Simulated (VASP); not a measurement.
# TlCl (Pm-3m) in VASP: further runs

The runs below take TlCl through single point, with PBE.

Everything below comes from runs of VASP 6.6.1. Logs are shortened: lines on timing, memory, paths and dates and some standing lists are left out, and cuts for length are marked.

### Step 1. The cell of the first run

The structure is cubic, space group Pm-3m (No. 221). Conventional cell: a = 3.782 Å, b = 3.782 Å, c = 3.782 Å, α = 90.00°, β = 90.00°, γ = 90.00°. Tl (site symmetry m-3m) has 8 Cl at 3.28 Å and 6 Tl at 3.78 Å within 4.3 Å. Within 4.3 Å of Cl (site symmetry m-3m) lie 8 Tl at 3.28 Å and 6 Cl at 3.78 Å.

### Step 2. Single point, PBE (volume scaled by 0.96)

INCAR reads:

```
SYSTEM = TlCl
ALGO = Normal
EDIFF = 1E-6
ENCUT = 500
GGA = PE
GGA_COMPAT = .FALSE.
ISIF = 2
ISMEAR = -1
LASPH = .TRUE.
LCHARG = .FALSE.
LREAL = .FALSE.
LWAVE = .FALSE.
NBANDS = 17
NELM = 120
PREC = Accurate
SIGMA = 0.02
```

KPOINTS reads:

```
k-points
0
G
  8 8 8
  0 0 0
```

POSCAR reads:

```
TlCl
1.0
    3.7821828372      0.0000000000      0.0000000000
    0.0000000000      3.7821828372      0.0000000000
    0.0000000000      0.0000000000      3.7821828372
Tl Cl
1 1
Direct
    0.0000000000      0.0000000000      0.0000000000
    0.5000000000      0.5000000000      0.5000000000
```

Potentials or basis: VASP PAW PBE potentials, release 64 (Tl_d, Cl).

The run is started by

```console
> cat potpaw_PBE.64/Tl_d/POTCAR potpaw_PBE.64/Cl/POTCAR > POTCAR
> mpirun -np 1 vasp_std > vasp.out
```

OUTCAR:

```text
SYSTEM = TlCl
   EDIFF = 1E-6
   ENCUT = 500
   GGA = PE
   ISIF = 2
   ISMEAR = -1
   LASPH = .TRUE.
   LREAL = .FALSE.
   NELM = 120
   PREC = Accurate

 ion  position               nearest neighbor table
   1  0.000  0.000  0.000-   2 3.28   2 3.28   2 3.28   2 3.28   2 3.28   2 3.28   2 3.28   2 3.28

   2  0.500  0.500  0.500-   1 3.28   1 3.28   1 3.28   1 3.28   1 3.28   1 3.28   1 3.28   1 3.28

  LATTYP: Found a simple cubic cell.
 ALAT       =     3.7821828372

  Lattice vectors:

 A1 = (   3.7821828372,   0.0000000000,   0.0000000000)
 A2 = (   0.0000000000,   3.7821828372,   0.0000000000)
 A3 = (   0.0000000000,   0.0000000000,   3.7821828372)

Analysis of symmetry for initial positions (statically):
=====================================================================
 Subroutine PRICEL returns:
 Original cell was already a primitive cell.

 Routine SETGRP: Setting up the symmetry group for a
 simple cubic supercell.

 Subroutine GETGRP returns: Found 48 space group operations
 (whereof 48 operations were pure point group operations)
 out of a pool of 48 trial point group operations.

The static configuration has the point symmetry O_h .

Analysis of symmetry for dynamics (positions and initial velocities):
=====================================================================
 Subroutine PRICEL returns:
 Original cell was already a primitive cell.

 Routine SETGRP: Setting up the symmetry group for a
 simple cubic supercell.

 Subroutine GETGRP returns: Found 48 space group operations
 (whereof 48 operations were pure point group operations)
 out of a pool of 48 trial point group operations.

The dynamic configuration has the point symmetry O_h .

 Subroutine INISYM returns: Found 48 space group operations
 (whereof 48 operations are pure point group operations),
 and found     1 'primitive' translations

----------------------------------------------------------------------------------------

                                     Primitive cell

  volume of cell :      54.1038

  direct lattice vectors                    reciprocal lattice vectors
     3.782182837  0.000000000  0.000000000     0.264397583  0.000000000  0.000000000
     0.000000000  3.782182837  0.000000000     0.000000000  0.264397583  0.000000000
     0.000000000  0.000000000  3.782182837     0.000000000  0.000000000  0.264397583

  length of vectors
     3.782182837  3.782182837  3.782182837     0.264397583  0.264397583  0.264397583

  position of ions in fractional coordinates (direct lattice)
     0.000000000  0.000000000  0.000000000
     0.500000000  0.500000000  0.500000000

  ion indices of the primitive-cell ions
   primitive index   ion index
                 1           1
                 2           2

----------------------------------------------------------------------------------------

 KPOINTS: k-points

Automatic generation of k-mesh.
 Grid dimensions read from file:
 generate k-points for:    8    8    8

 Generating k-lattice:

  Cartesian coordinates                     Fractional coordinates (reciprocal lattice)
     0.033049698  0.000000000  0.000000000     0.125000000  0.000000000  0.000000000
     0.000000000  0.033049698  0.000000000     0.000000000  0.125000000  0.000000000
     0.000000000  0.000000000  0.033049698     0.000000000  0.000000000  0.125000000

  Length of vectors
     0.033049698  0.033049698  0.033049698

  Shift w.r.t. Gamma in fractional coordinates (k-lattice)
     0.000000000  0.000000000  0.000000000

 Subroutine IBZKPT returns following result:
 ===========================================

 Found     35 irreducible k-points:

 Following reciprocal coordinates:
            Coordinates               Weight
  0.000000  0.000000  0.000000      1.000000
  0.125000  0.000000  0.000000      6.000000
  0.250000  0.000000  0.000000      6.000000
  0.375000  0.000000  0.000000      6.000000
  0.500000  0.000000  0.000000      3.000000
  0.125000  0.125000  0.000000     12.000000
[... 16 lines left out ...]
  0.375000  0.375000  0.125000     24.000000
  0.500000  0.375000  0.125000     24.000000
 [... further k-points ...]
   k-points           NKPTS =     35   k-points in BZ     NKDIM =     35   number of bands    NBANDS=     17
   number of dos      NEDOS =    301   number of ions     NIONS =      2
   total plane-waves  NPLWV =  21952
   dimension x,y,z NGX =    28 NGY =   28 NGZ =   28
   dimension x,y,z NGXF=    56 NGYF=   56 NGZF=   56
   ions per type =               1   1
   NGX,Y,Z   is equivalent  to a cutoff of  12.31, 12.31, 12.31 a.u.
   NGXF,Y,Z  is equivalent  to a cutoff of  24.61, 24.61, 24.61 a.u.
 SYSTEM =  TlCl
   PREC   = accura    normal or accurate (medium, high low for compatibility)
   ISTART =      0    job   : 0-new  1-cont  2-samecut
   ICHARG =      2    charge: 1-file 2-atom 10-const
   ISPIN  =      1    spin polarized calculation?
   LNONCOLLINEAR =      F non collinear calculations
   LSORBIT =      F    spin-orbit coupling
   LASPH  =      T    aspherical Exc in radial PAW
   ENCUT  =  500.0 eV  36.75 Ry    6.06 a.u.   6.90  6.90  6.90*2*pi/ulx,y,z
   NELM   =    120;   NELMIN=  2; NELMDL= -5     # of ELM steps
   EDIFF  = 0.1E-05   stopping-criterion for ELM
   LREAL  =      F    real-space projection
   EDIFFG = 0.1E-04   stopping-criterion for IOM
   NSW    =      0    number of steps for IOM
   IBRION =     -1    ionic relax: 0-MD 1-quasi-New 2-CG
   NFREE  =      0    steps in history (QN), initial steepest desc. (CG)
   ISIF   =      2    stress and relaxation
   ISYM   =      2    0-nonsym 1-usesym 2-fastsym
   POTIM  = 0.5000    time-step for ionic-motion
   TEBEG  =    0.0;   TEEND  =   0.0 temperature during run
   PSTRESS=    0.0 pullay stress
   NELECT =      20.0000    total number of electrons
   NUPDOWN=      -1.0000    fix difference up-down
   EMIN   =  10.00;   EMAX   =-10.00  energy-range for DOS
   EFERMI =   0.00;   METHOD = LEGACY
   ISMEAR =    -1;   SIGMA  =   0.02  broadening in eV -4-tet -1-fermi 0-gaus
   EFERMI_NEDOS =   21; number of points for ismear=-14 and -15
   IALGO  =     38    algorithm
   IMIX   =      4    mixing-type and parameters
     AMIX     =   0.40;   BMIX     =  1.00
     AMIX_MAG =   1.60;   BMIX_MAG =  1.00
  volume/ion in A,a.u.               =      27.05       182.56
  Fermi-wavevector in a.u.,A,eV,Ry     =   1.174922  2.220280 18.782045  1.380441
  Thomas-Fermi vector in A             =   2.311311
   LORBIT       =      0    0 simple, 1 ext, 2 COOP (PROOUT), +10 PAW based schemes
   GGA     = PE    functional components
   LHFCALC =     F    Hartree Fock is set to
   AEXX    =    0.0000 exact exchange contribution
   IVDW    =     0    specifies the selected vdW correction
   LEPSILON=     F    determine dielectric tensor
   LRPA    =     F    only Hartree local field effects (RPA)
 non-spin polarized calculation
  energy-cutoff  :      500.00
  volume of cell :       54.10
 maximum number of plane-waves:      1406
 NGX is ok and might be reduce to    28
   NGX = 13   NGY = 13   NGZ = 13

 number of electron      20.0000005 magnetization

 Free energy of the ion-electron system (eV)
  ---------------------------------------------------
  ext. energy  EPLUGINS =         0.00000000
  ---------------------------------------------------
  free energy    TOTEN  =        -5.97770104 eV

  energy without entropy =       -5.97770104  energy(sigma->0) =       -5.97770104

 E-fermi :   3.5683     XC(G=0):  -9.3392

 val. band max:        3.1933492524   @ k =   0.5000   0.0000   0.0000
 cond. band min:       5.1682904859   @ k =   0.5000   0.0000   0.0000
 fundamental gap:      1.9749412335
 Fermi energy:         3.5683212606

 k-point     1 :       0.0000    0.0000    0.0000
  band No.  band energies     occupation
      1     -10.8574      2.00000
      2      -6.8414      2.00000
      3      -6.8414      2.00000
      4      -6.5662      2.00000
      5      -6.5662      2.00000
      6      -6.5662      2.00000
[... 9 lines left out ...]
     16      16.1442      0.00000
     17      17.4133      0.00000

 k-point     2 :       0.1250    0.0000    0.0000
  band No.  band energies     occupation
      1     -10.8180      2.00000
      2      -6.8389      2.00000
      3      -6.8126      2.00000
      4      -6.5802      2.00000
      5      -6.5802      2.00000
      6      -6.5649      2.00000
[... 9 lines left out ...]
     16      16.9758      0.00000
     17      17.2804      0.00000

 k-point     3 :       0.2500    0.0000    0.0000
  band No.  band energies     occupation
      1     -10.7193      2.00000
      2      -6.8328      2.00000
      3      -6.7452      2.00000
      4      -6.6136      2.00000
      5      -6.6136      2.00000
      6      -6.5618      2.00000
[... 9 lines left out ...]
     16      16.4716      0.00000
     17      17.3659      0.00000

 k-point     4 :       0.3750    0.0000    0.0000
  band No.  band energies     occupation
      1     -10.6152      2.00000
      2      -6.8267      2.00000
      3      -6.6822      2.00000
      4      -6.6466      2.00000
      5      -6.6466      2.00000
      6      -6.5588      2.00000
[... 9 lines left out ...]
     16      15.6827      0.00000
     17      17.3270      0.00000
[... 343 lines left out ...]
      1     -10.4884      2.00000
      2      -6.7330      2.00000
      3      -6.6832      2.00000
      4      -6.6146      2.00000
      5      -6.6082      2.00000
      6      -6.5783      2.00000
[... 9 lines left out ...]
     16      15.1826      0.00000
     17      17.5208      0.00000

 k-point    23 :       0.3750    0.3750    0.1250
  band No.  band energies     occupation
      1     -10.4645      2.00000
      2      -6.7132      2.00000
      3      -6.6655      2.00000
      4      -6.6449      2.00000
      5      -6.6014      2.00000
      6      -6.5458      2.00000
[... 9 lines left out ...]
     16      14.9702      0.00000
     17      16.8265      0.00000

 k-point    24 :       0.5000    0.3750    0.1250
  band No.  band energies     occupation
      1     -10.4416      2.00000
      2      -6.7055      2.00000
      3      -6.6699      2.00000
      4      -6.6432      2.00000
      5      -6.6069      2.00000
      6      -6.5173      2.00000
[... 9 lines left out ...]
     16      14.8533      0.00000
     17      17.2758      0.00000

 [... further k-points ...]

------------------------ aborting loop because EDIFF is reached ----------------------------------------

  FORCE on cell =-STRESS in cart. coord.  units (eV):
  Direction    XX          YY          ZZ          XY          YZ          ZX
  --------------------------------------------------------------------------------------
  -------------------------------------------------------------------------------------
  Total        0.8413793      0.8413793      0.8413793      0.0000000      0.0000000      0.0000000
  in kB       24.9157994     24.9157994     24.9157994      0.0000000      0.0000000      0.0000000
  external PRESSURE =      24.9157994 kB  Pullay stress =       0.0000000 kB

 VOLUME and BASIS-vectors are now :
 -----------------------------------------------------------------------------
  energy-cutoff  :      500.00
  volume of cell :       54.10
      direct lattice vectors                 reciprocal lattice vectors
     3.782182837  0.000000000  0.000000000     0.264397583  0.000000000  0.000000000
     0.000000000  3.782182837  0.000000000     0.000000000  0.264397583  0.000000000
     0.000000000  0.000000000  3.782182837     0.000000000  0.000000000  0.264397583

 POSITION                                       TOTAL-FORCE (eV/Angst)
 -----------------------------------------------------------------------------------
      0.00000      0.00000      0.00000         0.000000      0.000000      0.000000
      1.89109      1.89109      1.89109         0.000000      0.000000      0.000000
 -----------------------------------------------------------------------------------
    total drift:                               -0.000000      0.000000      0.000000

  FREE ENERGIE OF THE ION-ELECTRON SYSTEM (eV)
  ---------------------------------------------------
  free  energy   TOTEN  =        -5.9777010374 eV

  energy  without entropy=       -5.9777010374  energy(sigma->0) =       -5.97770104
```

It used 32 s of CPU time on 1 thread of AMD EPYC 7R13 Processor (Zen 3), on a shared host.

Results:

* Free energy: -5.9777 eV
* Pressure: 2.5 GPa
* Band gap on the k mesh: 1.98 eV, direct

Caveat: spin-orbit coupling is left out, which moves the levels of the heavy elements. A k mesh can miss the band edges.

(Continued in part 2 of 2.)
